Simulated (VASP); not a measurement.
Runs of VASP 6.6.1 on AgO. The structure is that of space group F-43m (No. 216), or close to it. The cells are those of the table. 

```csv
task,cell,cutoff (eV),smearing,gap on the mesh (eV),pressure (GPa),relaxed volume (Å³/atom)
single point,"a = 3.452 Å, angles 60.0°, 2 atoms",520,gaussian 0.1 eV,none,0.1,-
relaxation of cell and atoms,"relaxed from a = 3.452 Å, angles 60.0°, 2 atoms",600,fermi-dirac 0.15 eV,none,0.0,14.59
single point,"a = 3.433 Å, angles 60.0°, 2 atoms",520,fermi-dirac 0.15 eV,none,2.7,-
single point,"a = 3.479 Å, angles 60.0°, 2 atoms",520,fermi-dirac 0.15 eV,none,-2.3,-
relaxation of cell and atoms,"relaxed from a = 3.405 Å, angles 60.0°, 2 atoms",600,gaussian 0.1 eV,none,0.0,(a)
single point,"a = 3.456 Å, angles 60.0°, 2 atoms",520,fermi-dirac 0.15 eV,none,0.1,-
```

Alike in all rows: level LDA; potentials or basis VASP PAW LDA potentials, release 64 (Ag, O); no spin polarisation; k mesh 16 × 16 × 16.

Fill in the values left out.

(a) 14.55.

Caveats: an odd number of electrons without spin polarisation forces a metal; a magnetic or distorted state may lie lower.

A k mesh can miss the band edges, and the runs leave out spin-orbit coupling on Ag.

A gap of «none» marks levels without a gap at the run's occupations.
